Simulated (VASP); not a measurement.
Input of a VASP 6.6.1 run:

File INCAR:

```
SYSTEM = Ge
ALGO = Normal
EDIFF = 1E-6
EDIFFG = -0.01
ENCUT = 600
GGA = RP
IBRION = 2
ISIF = 3
ISMEAR = -1
IVDW = 12
LASPH = .True.
LCHARG = .False.
LREAL = .False.
LWAVE = .False.
NELM = 80
NSW = 60
PREC = Accurate
SIGMA = 0.05
```

Contents of KPOINTS:

```
k-points
0
Gamma
  11 11 10
  0 0 0
```

Contents of POSCAR:

```
Ge
1.0
    1.3971490000     -2.6005160000      0.0000000000
    1.3971490000      2.6005160000      0.0000000000
    0.0000000000      0.0000000000      2.6982310000
Ge
1
Direct
    0.5000000000      0.5000000000      0.0000000000
```

Potentials or basis: VASP PAW PBE potentials, release 64 (Ge_d).

The run is started by

```console
$ cat potpaw_PBE.64/Ge_d/POTCAR > POTCAR
$ mpirun -np 1 vasp_std > vasp.out
```

Problem. Predict the relaxed cell.

Solution. a = 2.686 Å, b = 2.686 Å, c = 2.529 Å, α = 90.00°, β = 90.00°, γ = 120.65°.

Problem. Predict the band gap on the k mesh.

Solution. Zero (band 7 reaches 16.72 eV, above the bottom of band 8 at 5.88 eV).

Problem. Estimate the relaxed volume.

Solution. 15.70 Å³/atom.

Step by step:
| step | energy change (eV) | largest force (eV/Å) | pressure (GPa) | volume (Å³) |
| --- | --- | --- | --- | --- |
| 1 | 0.0000 | 0.0000 | -16.22 | 19.61 |
| 2 | -0.2104 | 0.0000 | 11.34 | 14.49 |
| 3 | -0.2492 | 0.0000 | 0.46 | 15.68 |
| 4 | -0.2489 | 0.0000 | -0.49 | 15.75 |
| 5 | -0.2507 | 0.0000 | -0.41 | 15.74 |
| 6 | -0.2509 | 0.0000 | -0.43 | 15.74 |
| 7 | -0.2519 | 0.0000 | 0.49 | 15.65 |
| 8 | -0.2519 | 0.0000 | 0.43 | 15.65 |
| 9 | -0.2521 | 0.0000 | -0.15 | 15.72 |
| 10 | -0.2521 | 0.0000 | -0.16 | 15.72 |
| 11 | -0.2522 | 0.0000 | -0.19 | 15.72 |
| 12 | -0.2522 | 0.0000 | -0.20 | 15.72 |
| 13 | -0.2522 | 0.0000 | 0.29 | 15.68 |
| 14 | -0.2522 | 0.0000 | -0.04 | 15.70 |

Caveat: the volume moved by over 15 % at a fixed basis, so the end points are rough; the PAW data sets were made with another functional, which shifts forces and pressure a little; pairwise dispersion overbinds metals, which lowers pressure and volume.
